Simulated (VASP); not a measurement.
TiTc, 2 atoms in the cell. The structure is cubic, space group Pm-3m (No. 221). The conventional cell has a = 3.047 Å, b = 3.047 Å, c = 3.047 Å, α = 90.00°, β = 90.00°, γ = 90.00°. Within 3.5 Å of Ti (site symmetry m-3m) lie 8 Tc at 2.64 Å and 6 Ti at 3.05 Å. Within 3.5 Å of Tc (site symmetry m-3m) lie 8 Ti at 2.64 Å and 6 Tc at 3.05 Å. 

| Quantity | Value |
| --- | --- |
| Program | VASP 6.6.1 |
| Task | electric field gradients |
| Functional | PBEsol |
| Potentials or basis | VASP PAW PBE potentials, release 64 (Ti_sv, Tc_pv) |
| Cutoff | 520 eV |
| k mesh | 12 × 12 × 12 |
| Occupations | fermi-dirac, width 0.08 eV |
| Spin | no spin polarisation |
| Dipole correction | no |
| Further INCAR settings | ALGO = Normal; EDIFF = 1e-08; NBANDS = 20 |

Potentials or basis: VASP PAW PBE potentials, release 64 (Ti_sv, Tc_pv).

The run is started by

```console
$ cat potpaw_PBE.64/Ti_sv/POTCAR potpaw_PBE.64/Tc_pv/POTCAR > POTCAR
$ mpirun -np 1 vasp_std > vasp.out
```

Hardware: 1 thread of Intel(R) Xeon(R) Platinum 8559C (Emerald Rapids) (shared host).

Q: How long does it take, and how much memory?

A: Wall time 20 s on 1 thread of Intel(R) Xeon(R) Platinum 8559C (Emerald Rapids), with other jobs on the host, peak memory 0.17 GiB. Counts: scf iterations 16, k points 84.
